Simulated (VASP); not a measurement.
# CuSn4 (I-43m) in VASP: single point with PBE

Aim: the single point of CuSn4 with PBE.

All numbers are computed with VASP 6.6.1; they aren't measurements. Logs are shortened: lines on timing, memory, paths and dates and some standing lists are left out, and cuts for length are marked.

## Step 1: The cell of the first run

It takes space group I-43m (No. 217, cubic). The conventional cell has a = 6.935 Å, b = 6.935 Å, c = 6.935 Å, α = 90.00°, β = 90.00°, γ = 90.00°. Within 2.0 Å of Cu (site symmetry -43m) lie 4 Sn at 1.52 Å. Within 2.0 Å of Sn (site symmetry 3m) lie 1 Cu at 1.52 Å.

The cell was generated, and may not be a known phase.

## Step 2: Single point, PBE

File INCAR:

```
  PREC = Accurate
  ENCUT = 820
  EDIFF = 1E-6
  ISMEAR = 0
  SIGMA = 0.1
  LREAL = F
  LASPH = T
  NELM = 120
  ALGO = Normal
  ISIF = 2
  LWAVE = F
  LCHARG = F
  GGA = PE
  NBANDS = 46
  GGA_COMPAT = F
```

File KPOINTS:

```
regular mesh
0
Gamma
  4 4 4
```

File POSCAR:

```
CuSn4
1.0
   -3.4673798300      3.4673798300      3.4673798300
    3.4673798300     -3.4673798300      3.4673798300
    3.4673798300      3.4673798300     -3.4673798300
Cu Sn
1 4
Direct
    0.0000000000      0.0000000000      0.0000000000
    0.0000000000      0.0000000000      0.7463128600
    0.7463128600      0.0000000000      0.0000000000
    0.0000000000      0.7463128600      0.0000000000
    0.2536871400      0.2536871400      0.2536871400
```

Potentials or basis: VASP PAW PBE potentials, release 64 (Cu_sv_GW, Sn_d).

The run is started by

```bash
$ cat potpaw_PBE.64/Cu_sv_GW/POTCAR potpaw_PBE.64/Sn_d/POTCAR > POTCAR
$ mpirun -np 1 vasp_std > vasp.out
```

OUTCAR:

```text
PREC = Accurate
   ENCUT = 820
   EDIFF = 1E-6
   ISMEAR = 0
   LREAL = F
   LASPH = T
   NELM = 120
   ISIF = 2
   GGA = PE

 ion  position               nearest neighbor table
   1  0.000  0.000  0.000-   2 1.52   3 1.52   4 1.52   5 1.52
   2  0.000  0.000  0.746-   1 1.52   5 2.49   3 2.49   4 2.49
   3  0.746  0.000  0.000-   1 1.52   5 2.49   2 2.49   4 2.49
   4  0.000  0.746  0.000-   1 1.52   5 2.49   2 2.49   3 2.49
   5  0.254  0.254  0.254-   1 1.52   2 2.49   4 2.49   3 2.49

 -----------------------------------------------------------------------------
|                                                                             |
|           W    W    AA    RRRRR   N    N  II  N    N   GGGG   !!!           |
|           W    W   A  A   R    R  NN   N  II  NN   N  G    G  !!!           |
|           W    W  A    A  R    R  N N  N  II  N N  N  G       !!!           |
|           W WW W  AAAAAA  RRRRR   N  N N  II  N  N N  G  GGG   !            |
|           WW  WW  A    A  R   R   N   NN  II  N   NN  G    G                |
|           W    W  A    A  R    R  N    N  II  N    N   GGGG   !!!           |
|                                                                             |
|     The distance between some ions is very small. Please check the          |
|     nearest-neighbor list in the OUTCAR file.                               |
|     I HOPE YOU KNOW WHAT YOU ARE DOING!                                     |
|                                                                             |
 -----------------------------------------------------------------------------

  LATTYP: Found a body centered cubic cell.
 ALAT       =     6.9347596600

  Lattice vectors:

 A1 = (  -3.4673798300,   3.4673798300,   3.4673798300)
 A2 = (   3.4673798300,  -3.4673798300,   3.4673798300)
 A3 = (   3.4673798300,   3.4673798300,  -3.4673798300)

Analysis of symmetry for initial positions (statically):
=====================================================================
 Subroutine PRICEL returns:
 Original cell was already a primitive cell.

 Routine SETGRP: Setting up the symmetry group for a
 body centered cubic supercell.

 Subroutine GETGRP returns: Found 24 space group operations
 (whereof 24 operations were pure point group operations)
 out of a pool of 48 trial point group operations.

The static configuration has the point symmetry T_d .

Analysis of symmetry for dynamics (positions and initial velocities):
=====================================================================
 Subroutine PRICEL returns:
 Original cell was already a primitive cell.

 Routine SETGRP: Setting up the symmetry group for a
 body centered cubic supercell.

 Subroutine GETGRP returns: Found 24 space group operations
 (whereof 24 operations were pure point group operations)
 out of a pool of 48 trial point group operations.

The dynamic configuration has the point symmetry T_d .

 Subroutine INISYM returns: Found 24 space group operations
 (whereof 24 operations are pure point group operations),
 and found     1 'primitive' translations

----------------------------------------------------------------------------------------

                                     Primitive cell

  volume of cell :     166.7494

  direct lattice vectors                    reciprocal lattice vectors
    -3.467379830  3.467379830  3.467379830     0.000000000  0.144201104  0.144201104
     3.467379830 -3.467379830  3.467379830     0.144201104  0.000000000  0.144201104
     3.467379830  3.467379830 -3.467379830     0.144201104  0.144201104  0.000000000

  length of vectors
     6.005678035  6.005678035  6.005678035     0.203931157  0.203931157  0.203931157

  position of ions in fractional coordinates (direct lattice)
     0.000000000  0.000000000  0.000000000
     0.000000000  0.000000000  0.746312860
     0.746312860  0.000000000  0.000000000
     0.000000000  0.746312860  0.000000000
     0.253687140  0.253687140  0.253687140

  ion indices of the primitive-cell ions
   primitive index   ion index
                 1           1
                 2           2
                 3           3
                 4           4
                 5           5

----------------------------------------------------------------------------------------

 KPOINTS: regular mesh

Automatic generation of k-mesh.
 Grid dimensions read from file:
 generate k-points for:    4    4    4

 Generating k-lattice:

  Cartesian coordinates                     Fractional coordinates (reciprocal lattice)
     0.000000000  0.036050276  0.036050276     0.250000000  0.000000000  0.000000000
     0.036050276  0.000000000  0.036050276     0.000000000  0.250000000  0.000000000
     0.036050276  0.036050276  0.000000000     0.000000000  0.000000000  0.250000000

  Length of vectors
     0.050982789  0.050982789  0.050982789

  Shift w.r.t. Gamma in fractional coordinates (k-lattice)
     0.000000000  0.000000000  0.000000000

 Subroutine IBZKPT returns following result:
 ===========================================

 Found      8 irreducible k-points:

 Following reciprocal coordinates:
            Coordinates               Weight
  0.000000  0.000000  0.000000      1.000000
  0.250000  0.000000  0.000000     12.000000
  0.500000  0.000000  0.000000      6.000000
  0.250000  0.250000  0.000000     24.000000
  0.250000  0.250000  0.250000      2.000000
 -0.250000  0.250000  0.250000      6.000000
  0.500000  0.500000  0.250000     12.000000
  0.500000  0.500000  0.500000      1.000000
   k-points           NKPTS =      8   k-points in BZ     NKDIM =      8   number of bands    NBANDS=     46
   number of dos      NEDOS =    301   number of ions     NIONS =      5
   total plane-waves  NPLWV = 175616
   dimension x,y,z NGX =    56 NGY =   56 NGZ =   56
   dimension x,y,z NGXF=   112 NGYF=  112 NGZF=  112
   ions per type =               1   4
   NGX,Y,Z   is equivalent  to a cutoff of  15.50, 15.50, 15.50 a.u.
   NGXF,Y,Z  is equivalent  to a cutoff of  31.00, 31.00, 31.00 a.u.
 SYSTEM =  unknown system
   PREC   = accura    normal or accurate (medium, high low for compatibility)
   ISTART =      0    job   : 0-new  1-cont  2-samecut
   ICHARG =      2    charge: 1-file 2-atom 10-const
   ISPIN  =      1    spin polarized calculation?
   LNONCOLLINEAR =      F non collinear calculations
   LSORBIT =      F    spin-orbit coupling
   LASPH  =      T    aspherical Exc in radial PAW
   ENCUT  =  820.0 eV  60.27 Ry    7.76 a.u.  14.02 14.02 14.02*2*pi/ulx,y,z
   NELM   =    120;   NELMIN=  2; NELMDL= -5     # of ELM steps
   EDIFF  = 0.1E-05   stopping-criterion for ELM
   LREAL  =      F    real-space projection
   EDIFFG = 0.1E-04   stopping-criterion for IOM
   NSW    =      0    number of steps for IOM
   IBRION =     -1    ionic relax: 0-MD 1-quasi-New 2-CG
   NFREE  =      0    steps in history (QN), initial steepest desc. (CG)
   ISIF   =      2    stress and relaxation
   ISYM   =      2    0-nonsym 1-usesym 2-fastsym
   POTIM  = 0.5000    time-step for ionic-motion
   TEBEG  =    0.0;   TEEND  =   0.0 temperature during run
   PSTRESS=    0.0 pullay stress
   NELECT =      75.0000    total number of electrons
   NUPDOWN=      -1.0000    fix difference up-down
   EMIN   =  10.00;   EMAX   =-10.00  energy-range for DOS
   EFERMI =   0.00;   METHOD = LEGACY
   ISMEAR =     0;   SIGMA  =   0.10  broadening in eV -4-tet -1-fermi 0-gaus
   EFERMI_NEDOS =   21; number of points for ismear=-14 and -15
   IALGO  =     38    algorithm
   IMIX   =      4    mixing-type and parameters
     AMIX     =   0.40;   BMIX     =  1.00
     AMIX_MAG =   1.60;   BMIX_MAG =  1.00
  volume/ion in A,a.u.               =      33.35       225.06
  Fermi-wavevector in a.u.,A,eV,Ry     =   1.254317  2.370315 21.406184  1.573310
  Thomas-Fermi vector in A             =   2.388127
   LORBIT       =      0    0 simple, 1 ext, 2 COOP (PROOUT), +10 PAW based schemes
   GGA     = PE    functional components
   LHFCALC =     F    Hartree Fock is set to
   AEXX    =    0.0000 exact exchange contribution
   IVDW    =     0    specifies the selected vdW correction
   LEPSILON=     F    determine dielectric tensor
   LRPA    =     F    only Hartree local field effects (RPA)
 non-spin polarized calculation
 Gauss-broadening in eV      SIGMA  =   0.10
  energy-cutoff  :      820.00
  volume of cell :      166.75
 maximum number of plane-waves:      8992
   NGX = 29   NGY = 29   NGZ = 29

 number of electron      75.0000012 magnetization

 Free energy of the ion-electron system (eV)
  ---------------------------------------------------
  ext. energy  EPLUGINS =         0.00000000
  ---------------------------------------------------
  free energy    TOTEN  =        58.19301022 eV

  energy without entropy =       58.24119756  energy(sigma->0) =       58.21710389

 E-fermi :   4.1535     XC(G=0):  -8.2664

 val. band max:        4.1470282769   @ k =   0.2500   0.0000   0.0000
 cond. band min:       4.1778292277   @ k =   0.2500   0.2500   0.0000
 fundamental gap:      0.0308009507
 Fermi energy:         4.1534510572

 k-point     1 :       0.0000    0.0000    0.0000
  band No.  band energies     occupation
      1    -119.1209      2.00000
      2     -77.1588      2.00000
      3     -77.1588      2.00000
      4     -77.1588      2.00000
      5     -21.2888      2.00000
      6     -21.2888      2.00000
[... 38 lines left out ...]
     45      11.1128      0.00000
     46      11.2413      0.00000

 k-point     2 :       0.2500    0.0000    0.0000
  band No.  band energies     occupation
      1    -119.1209      2.00000
      2     -77.1588      2.00000
      3     -77.1588      2.00000
      4     -77.1588      2.00000
      5     -21.2889      2.00000
      6     -21.2889      2.00000
[... 286 lines left out ...]
 k-point     8 :       0.5000    0.5000    0.5000
  band No.  band energies     occupation
      1    -119.1211      2.00000
      2     -77.1589      2.00000
      3     -77.1589      2.00000
      4     -77.1589      2.00000
      5     -21.2892      2.00000
      6     -21.2892      2.00000
[... 38 lines left out ...]
     45      10.1039      0.00000
     46      10.1039      0.00000

------------------------ aborting loop because EDIFF is reached ----------------------------------------

  FORCE on cell =-STRESS in cart. coord.  units (eV):
  Direction    XX          YY          ZZ          XY          YZ          ZX
  --------------------------------------------------------------------------------------
  -------------------------------------------------------------------------------------
  Total      126.9591835    126.9591835    126.9591835      0.0000000      0.0000000     -0.0000000
  in kB     1219.8613074   1219.8613074   1219.8613074      0.0000000      0.0000000     -0.0000000
  external PRESSURE =    1219.8613074 kB  Pullay stress =       0.0000000 kB

 VOLUME and BASIS-vectors are now :
 -----------------------------------------------------------------------------
  energy-cutoff  :      820.00
  volume of cell :      166.75
      direct lattice vectors                 reciprocal lattice vectors
    -3.467379830  3.467379830  3.467379830     0.000000000  0.144201104  0.144201104
     3.467379830 -3.467379830  3.467379830     0.144201104  0.000000000  0.144201104
     3.467379830  3.467379830 -3.467379830     0.144201104  0.144201104  0.000000000

 POSITION                                       TOTAL-FORCE (eV/Angst)
 -----------------------------------------------------------------------------------
      0.00000      0.00000      0.00000        -0.000000     -0.000000     -0.000000
      2.58775      2.58775     -2.58775       -37.172161    -37.172161     37.172161
     -2.58775      2.58775      2.58775        37.172161    -37.172161    -37.172161
      2.58775     -2.58775      2.58775       -37.172161     37.172161    -37.172161
      0.87963      0.87963      0.87963        37.172161     37.172161     37.172161
 -----------------------------------------------------------------------------------
    total drift:                                0.000006      0.000006      0.000008

  FREE ENERGIE OF THE ION-ELECTRON SYSTEM (eV)
  ---------------------------------------------------
  free  energy   TOTEN  =        58.1930102187 eV

  energy  without entropy=       58.2411975568  energy(sigma->0) =       58.21710389
```

Wall time 94 s (1 thread of AMD EPYC 9R45 (Zen 5), shared host); peak memory 0.45 GiB.

Results:

| Item | Value |
| --- | --- |
| Free energy | 58.1930 eV |
| Pressure | 122.0 GPa |
| Largest force | 64.384 eV/Å |
| Band gap on the k mesh | zero (an odd number of electrons rules out a gap without spin polarisation) |

Forces on the atoms (eV/Å):
```
Cu    0.000   0.000   0.000
Sn  -37.172 -37.172  37.172
Sn   37.172 -37.172 -37.172
Sn  -37.172  37.172 -37.172
Sn   37.172  37.172  37.172
```

Caveat: atoms lie so close that the PAW spheres overlap strongly, which falsifies energies and pressures; the cell stands under pressure; spin-orbit coupling is left out, which moves the levels of the heavy elements; forces of over 1 eV/Å act on the atoms, so gaps and moduli don't describe the material at rest.

The gap in the log of VASP goes by the Fermi energy; the results here count the filled bands.